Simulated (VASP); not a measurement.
# HgOs3 (Pm-3m) in VASP: notebook

Runs on HgOs3. Level: PBE. Tasks: single point, relaxation of cell and atoms.

All numbers are computed with VASP 6.6.1; they aren't measurements. Logs are shortened: lines on timing, memory, paths and dates and some standing lists are left out, and cuts for length are marked.

## (1) The cell of the first run

Symmetry: Pm-3m, No. 221, cubic system. Conventional cell: a = 3.972 Å, b = 3.972 Å, c = 3.972 Å, α = 90.00°, β = 90.00°, γ = 90.00°. Hg (site symmetry m-3m) has 12 Os at 2.81 Å within 3.7 Å. Os (site symmetry 4/mmm) has 4 Hg at 2.81 Å and 8 Os at 2.81 Å within 3.7 Å.

## (2) Single point, PBE

File INCAR:

```
PREC     = Accurate       # precision mode
ENCUT    = 520            # plane-wave cutoff, eV
EDIFF    = 1E-6           # SCF threshold, eV
ISMEAR   = 0              # smearing method
SIGMA    = 0.1            # smearing width, eV
LREAL    = False          # projectors in reciprocal space
LASPH    = True           # aspherical terms in the spheres
NELM     = 60             # most SCF steps
ALGO     = Fast           # electronic algorithm
ISIF     = 2              # what is computed and relaxed
LWAVE    = False          # write WAVECAR
LCHARG   = True           # write CHGCAR
GGA      = PE             # functional
LELF     = True           # ELF
LVHAR    = True         
NBANDS   = 26             # bands
```

File KPOINTS:

```
Automatic mesh
0
Gamma
  12 12 12
```

File POSCAR:

```
HgOs3
1.0
    3.9715950689      0.0000000000      0.0000000000
    0.0000000000      3.9715950689      0.0000000000
    0.0000000000      0.0000000000      3.9715950689
Hg Os
1 3
Direct
    0.0000000000      0.0000000000      0.0000000000
    0.0000000000      0.5000000000      0.5000000000
    0.5000000000      0.0000000000      0.5000000000
    0.5000000000      0.5000000000      0.0000000000
```

Potentials or basis: VASP PAW PBE potentials, release 64 (Hg, Os).

On the command line:

```console
$ cat potpaw_PBE.64/Hg/POTCAR potpaw_PBE.64/Os/POTCAR > POTCAR
$ mpirun -np 1 vasp_std > vasp.out
```

OUTCAR:

```text
PREC = Accurate
   ENCUT = 520
   EDIFF = 1E-6
   ISMEAR = 0
   LREAL = False
   LASPH = True
   NELM = 60
   ISIF = 2
   GGA = PE

 ion  position               nearest neighbor table
   1  0.000  0.000  0.000-   2 2.81   3 2.81   4 2.81   2 2.81   3 2.81   2 2.81   4 2.81   2 2.81
                             3 2.81   4 2.81   3 2.81   4 2.81
   2  0.000  0.500  0.500-   1 2.81   3 2.81   4 2.81   1 2.81   4 2.81   1 2.81   3 2.81   1 2.81
                             3 2.81   4 2.81   4 2.81   3 2.81
   3  0.500  0.000  0.500-   1 2.81   2 2.81   4 2.81   1 2.81   4 2.81   2 2.81   4 2.81   4 2.81
                             1 2.81   2 2.81   1 2.81   2 2.81
   4  0.500  0.500  0.000-   1 2.81   2 2.81   3 2.81   2 2.81   3 2.81   1 2.81   3 2.81   3 2.81
                             1 2.81   2 2.81   2 2.81   1 2.81

  LATTYP: Found a simple cubic cell.
 ALAT       =     3.9715950689

  Lattice vectors:

 A1 = (   3.9715950689,   0.0000000000,   0.0000000000)
 A2 = (   0.0000000000,   3.9715950689,   0.0000000000)
 A3 = (   0.0000000000,   0.0000000000,   3.9715950689)

Analysis of symmetry for initial positions (statically):
=====================================================================
 Subroutine PRICEL returns:
 Original cell was already a primitive cell.

 Routine SETGRP: Setting up the symmetry group for a
 simple cubic supercell.

 Subroutine GETGRP returns: Found 48 space group operations
 (whereof 48 operations were pure point group operations)
 out of a pool of 48 trial point group operations.

The static configuration has the point symmetry O_h .

Analysis of symmetry for dynamics (positions and initial velocities):
=====================================================================
 Subroutine PRICEL returns:
 Original cell was already a primitive cell.

 Routine SETGRP: Setting up the symmetry group for a
 simple cubic supercell.

 Subroutine GETGRP returns: Found 48 space group operations
 (whereof 48 operations were pure point group operations)
 out of a pool of 48 trial point group operations.

The dynamic configuration has the point symmetry O_h .

 Subroutine INISYM returns: Found 48 space group operations
 (whereof 48 operations are pure point group operations),
 and found     1 'primitive' translations

----------------------------------------------------------------------------------------

                                     Primitive cell

  volume of cell :      62.6462

  direct lattice vectors                    reciprocal lattice vectors
     3.971595069  0.000000000  0.000000000     0.251788005  0.000000000  0.000000000
     0.000000000  3.971595069  0.000000000     0.000000000  0.251788005  0.000000000
     0.000000000  0.000000000  3.971595069     0.000000000  0.000000000  0.251788005

  length of vectors
     3.971595069  3.971595069  3.971595069     0.251788005  0.251788005  0.251788005

  position of ions in fractional coordinates (direct lattice)
     0.000000000  0.000000000  0.000000000
     0.000000000  0.500000000  0.500000000
     0.500000000  0.000000000  0.500000000
     0.500000000  0.500000000  0.000000000

  ion indices of the primitive-cell ions
   primitive index   ion index
                 1           1
                 2           2
                 3           3
                 4           4

----------------------------------------------------------------------------------------

 KPOINTS: Automatic mesh

Automatic generation of k-mesh.
 Grid dimensions read from file:
 generate k-points for:   12   12   12

 Generating k-lattice:

  Cartesian coordinates                     Fractional coordinates (reciprocal lattice)
     0.020982334  0.000000000  0.000000000     0.083333333  0.000000000  0.000000000
     0.000000000  0.020982334  0.000000000     0.000000000  0.083333333  0.000000000
     0.000000000  0.000000000  0.020982334     0.000000000  0.000000000  0.083333333

  Length of vectors
     0.020982334  0.020982334  0.020982334

  Shift w.r.t. Gamma in fractional coordinates (k-lattice)
     0.000000000  0.000000000  0.000000000

 Subroutine IBZKPT returns following result:
 ===========================================

 Found     84 irreducible k-points:

 Following reciprocal coordinates:
            Coordinates               Weight
  0.000000  0.000000  0.000000      1.000000
  0.083333  0.000000  0.000000      6.000000
  0.166667  0.000000  0.000000      6.000000
  0.250000  0.000000  0.000000      6.000000
  0.333333  0.000000  0.000000      6.000000
  0.416667  0.000000  0.000000      6.000000
[... 16 lines left out ...]
  0.333333  0.333333  0.000000     12.000000
  0.416667  0.333333  0.000000     24.000000
 [... further k-points ...]
   k-points           NKPTS =     84   k-points in BZ     NKDIM =     84   number of bands    NBANDS=     26
   number of dos      NEDOS =    301   number of ions     NIONS =      4
   total plane-waves  NPLWV =  27000
   dimension x,y,z NGX =    30 NGY =   30 NGZ =   30
   dimension x,y,z NGXF=    60 NGYF=   60 NGZF=   60
   ions per type =               1   3
   NGX,Y,Z   is equivalent  to a cutoff of  12.56, 12.56, 12.56 a.u.
   NGXF,Y,Z  is equivalent  to a cutoff of  25.12, 25.12, 25.12 a.u.
 SYSTEM =  unknown system
   PREC   = accura    normal or accurate (medium, high low for compatibility)
   ISTART =      0    job   : 0-new  1-cont  2-samecut
   ICHARG =      2    charge: 1-file 2-atom 10-const
   ISPIN  =      1    spin polarized calculation?
   LNONCOLLINEAR =      F non collinear calculations
   LSORBIT =      F    spin-orbit coupling
   LASPH  =      T    aspherical Exc in radial PAW
   ENCUT  =  520.0 eV  38.22 Ry    6.18 a.u.   7.38  7.38  7.38*2*pi/ulx,y,z
   NELM   =     60;   NELMIN=  2; NELMDL= -5     # of ELM steps
   EDIFF  = 0.1E-05   stopping-criterion for ELM
   LREAL  =      F    real-space projection
   EDIFFG = 0.1E-04   stopping-criterion for IOM
   NSW    =      0    number of steps for IOM
   IBRION =     -1    ionic relax: 0-MD 1-quasi-New 2-CG
   NFREE  =      0    steps in history (QN), initial steepest desc. (CG)
   ISIF   =      2    stress and relaxation
   ISYM   =      2    0-nonsym 1-usesym 2-fastsym
   POTIM  = 0.5000    time-step for ionic-motion
   TEBEG  =    0.0;   TEEND  =   0.0 temperature during run
   PSTRESS=    0.0 pullay stress
   NELECT =      36.0000    total number of electrons
   NUPDOWN=      -1.0000    fix difference up-down
   EMIN   =  10.00;   EMAX   =-10.00  energy-range for DOS
   EFERMI =   0.00;   METHOD = LEGACY
   ISMEAR =     0;   SIGMA  =   0.10  broadening in eV -4-tet -1-fermi 0-gaus
   EFERMI_NEDOS =   21; number of points for ismear=-14 and -15
   IALGO  =     68    algorithm
   IMIX   =      4    mixing-type and parameters
     AMIX     =   0.40;   BMIX     =  1.00
     AMIX_MAG =   1.60;   BMIX_MAG =  1.00
  volume/ion in A,a.u.               =      15.66       105.69
  Fermi-wavevector in a.u.,A,eV,Ry     =   1.361060  2.572031 25.204591  1.852485
  Thomas-Fermi vector in A             =   2.487669
   LORBIT       =      0    0 simple, 1 ext, 2 COOP (PROOUT), +10 PAW based schemes
   GGA     = PE    functional components
   LHFCALC =     F    Hartree Fock is set to
   AEXX    =    0.0000 exact exchange contribution
   IVDW    =     0    specifies the selected vdW correction
   LEPSILON=     F    determine dielectric tensor
   LRPA    =     F    only Hartree local field effects (RPA)
 non-spin polarized calculation
 RMM-DIIS sequential band-by-band and
 Gauss-broadening in eV      SIGMA  =   0.10
  energy-cutoff  :      520.00
  volume of cell :       62.65
 maximum number of plane-waves:      1743
 NGX is ok and might be reduce to    30
   NGX = 15   NGY = 15   NGZ = 15

 number of electron      36.0000007 magnetization

 Free energy of the ion-electron system (eV)
  ---------------------------------------------------
  ext. energy  EPLUGINS =         0.00000000
  ---------------------------------------------------
  free energy    TOTEN  =       -29.62367097 eV

  energy without entropy =      -29.57718310  energy(sigma->0) =      -29.60042703

 E-fermi :   7.5341     XC(G=0): -13.3565

 val. band max:        7.5319537540   @ k =   0.2500   0.2500   0.0000
 cond. band min:       7.5347733658   @ k =   0.0000   0.0000   0.0000
 fundamental gap:      0.0028196117
 Fermi energy:         7.5341415364

 k-point     1 :       0.0000    0.0000    0.0000
  band No.  band energies     occupation
      1      -3.3109      2.00000
      2      -1.5758      2.00000
      3      -1.5758      2.00000
      4      -1.1412      2.00000
      5      -1.1412      2.00000
      6      -1.1412      2.00000
[... 18 lines left out ...]
     25      14.5415      0.00000
     26      17.4623      0.00000

 k-point     2 :       0.0833    0.0000    0.0000
  band No.  band energies     occupation
      1      -3.2189      2.00000
      2      -1.5396      2.00000
      3      -1.5326      2.00000
      4      -1.1266      2.00000
      5      -1.1083      2.00000
      6      -1.1083      2.00000
[... 18 lines left out ...]
     25      14.5545      0.00000
     26      16.9635      0.00000

 k-point     3 :       0.1667    0.0000    0.0000
  band No.  band energies     occupation
      1      -2.9487      2.00000
      2      -1.4389      2.00000
      3      -1.4077      2.00000
      4      -1.0859      2.00000
      5      -1.0148      2.00000
      6      -1.0148      2.00000
[... 572 lines left out ...]
 k-point    23 :       0.3333    0.3333    0.0000
  band No.  band energies     occupation
      1      -1.1899      2.00000
      2      -0.9298      2.00000
      3      -0.7071      2.00000
      4      -0.6435      2.00000
      5      -0.5267      2.00000
      6      -0.2996      2.00000
[... 18 lines left out ...]
     25      15.9587      0.00000
     26      15.9885      0.00000

 k-point    24 :       0.4167    0.3333    0.0000
  band No.  band energies     occupation
      1      -1.0846      2.00000
      2      -0.8026      2.00000
      3      -0.6686      2.00000
      4      -0.5888      2.00000
      5      -0.4294      2.00000
      6       0.0698      2.00000
[... 18 lines left out ...]
     25      15.7732      0.00000
     26      16.9314      0.00000

 [... further k-points ...]

------------------------ aborting loop because EDIFF is reached ----------------------------------------

  FORCE on cell =-STRESS in cart. coord.  units (eV):
  Direction    XX          YY          ZZ          XY          YZ          ZX
  --------------------------------------------------------------------------------------
  -------------------------------------------------------------------------------------
  Total        0.4736377      0.4736377      0.4736377      0.0000000     -0.0000000      0.0000000
  in kB       12.1132844     12.1132844     12.1132844      0.0000000     -0.0000000      0.0000000
  external PRESSURE =      12.1132844 kB  Pullay stress =       0.0000000 kB

 VOLUME and BASIS-vectors are now :
 -----------------------------------------------------------------------------
  energy-cutoff  :      520.00
  volume of cell :       62.65
      direct lattice vectors                 reciprocal lattice vectors
     3.971595069  0.000000000  0.000000000     0.251788005  0.000000000  0.000000000
     0.000000000  3.971595069  0.000000000     0.000000000  0.251788005  0.000000000
     0.000000000  0.000000000  3.971595069     0.000000000  0.000000000  0.251788005

 POSITION                                       TOTAL-FORCE (eV/Angst)
 -----------------------------------------------------------------------------------
      0.00000      0.00000      0.00000         0.000000      0.000000      0.000000
      0.00000      1.98580      1.98580         0.000000      0.000000      0.000000
      1.98580      0.00000      1.98580         0.000000      0.000000      0.000000
      1.98580      1.98580      0.00000         0.000000      0.000000      0.000000
 -----------------------------------------------------------------------------------
    total drift:                                0.000000      0.000000     -0.000000

  FREE ENERGIE OF THE ION-ELECTRON SYSTEM (eV)
  ---------------------------------------------------
  free  energy   TOTEN  =       -29.6236709706 eV

  energy  without entropy=      -29.5771830990  energy(sigma->0) =      -29.60042703
```

Wall time 61 s (1 thread of Intel Xeon 6975P-C (Granite Rapids), shared host); peak memory 0.25 GiB.

Results:

```
Free energy            : -29.6237 eV
Pressure               : 1.2 GPa
Band gap on the k mesh : zero (bands 18 and 19 overlap by 1.75 eV)
```

Caveat: spin-orbit coupling is left out, which moves the levels of the heavy elements.

## (3) Relaxation of cell and atoms, PBE

This run uses another cell than the first one, of 15.88 Å³/atom.

File INCAR:

```
PREC     = Accurate       # precision mode
ENCUT    = 600            # plane-wave cutoff, eV
EDIFF    = 1E-6           # SCF threshold, eV
ISMEAR   = 0              # smearing method
SIGMA    = 0.1            # smearing width, eV
LREAL    = False          # projectors in reciprocal space
LASPH    = True           # aspherical terms in the spheres
NELM     = 80             # most SCF steps
ALGO     = Fast           # electronic algorithm
ISIF     = 3              # what is computed and relaxed
LWAVE    = False          # write WAVECAR
LCHARG   = False          # write CHGCAR
GGA      = PE             # functional
IBRION   = 2              # ionic algorithm
NSW      = 100            # ionic steps
EDIFFG   = -0.01          # ionic threshold
```

File KPOINTS:

```
regular mesh
0
Gamma
  12 12 12
```

File POSCAR:

```
HgOs3
1.0
    3.9903253588      0.0000000000      0.0000000000
    0.0000000000      3.9903253588      0.0000000000
    0.0000000000      0.0000000000      3.9903253588
Hg Os
1 3
Direct
    0.0000000000      0.0000000000      0.0000000000
    0.0000000000      0.5000000000      0.5000000000
    0.5000000000      0.0000000000      0.5000000000
    0.5000000000      0.5000000000      0.0000000000
```

Potentials or basis: VASP PAW PBE potentials, release 64 (Hg, Os).

On the command line:

```console
$ cat potpaw_PBE.64/Hg/POTCAR potpaw_PBE.64/Os/POTCAR > POTCAR
$ mpirun -np 1 vasp_std > vasp.out
```

It took 1.8 min on 1 thread of Intel Xeon 6975P-C (Granite Rapids), shared host; peak memory 0.29 GiB.

Results (log left out):

```yaml
Free_energy: -29.6277 eV
Relaxed_volume: 15.74 Å³/atom
Relaxed_cell: a = 3.978 Å, b = 3.978 Å, c = 3.978 Å, α = 90.00°, β = 90.00°, γ = 90.00°
Space_group_after_relaxing_to_0.1_Å: Pm-3m (No. 221)
Energy_gained_by_relaxing: 1.2 meV/atom
Ionic_steps: 3
Pressure_after_relaxing: 0.0 GPa
Band_gap_on_the_k_mesh: zero (bands 18 and 19 overlap by 1.75 eV)
```

The path:
```csv
step,energy change (eV),largest force (eV/Å),pressure (GPa),volume (Å³)
1,0.0000,0.0000,-2.55,63.54
2,0.0369,0.0000,8.12,61.24
3,-0.0048,0.0000,-0.01,62.94
```

Final structure:
```yaml
crystal:
  lattice:
    - [3.97789, 0.00000, 0.00000]
    - [0.00000, 3.97789, 0.00000]
    - [0.00000, 0.00000, 3.97789]
  atoms:
    - { symbol: Hg, position: [0.00000, 0.00000, 0.00000] }
    - { symbol: Os, position: [0.00000, 0.50000, 0.50000] }
    - { symbol: Os, position: [0.50000, 0.00000, 0.50000] }
    - { symbol: Os, position: [0.50000, 0.50000, 0.00000] }
```

Levels at points of the mesh, in eV from the Fermi level:
```
           k point  band 16  band 17  band 18  band 19  band 20  band 21
(0.00, 0.00, 0.00)     0.94     0.94     1.05     1.05     1.05     2.00
(0.50, 0.00, 0.00)    -1.23    -0.73    -0.73    -0.70    -0.33     0.95
(0.50, 0.50, 0.00)    -1.23    -1.23    -1.23    -0.13    -0.12     0.44
(0.50, 0.50, 0.50)    -0.25    -0.24    -0.24    -0.24     0.40     0.40
```

Caveat: spin-orbit coupling is left out, which moves the levels of the heavy elements.
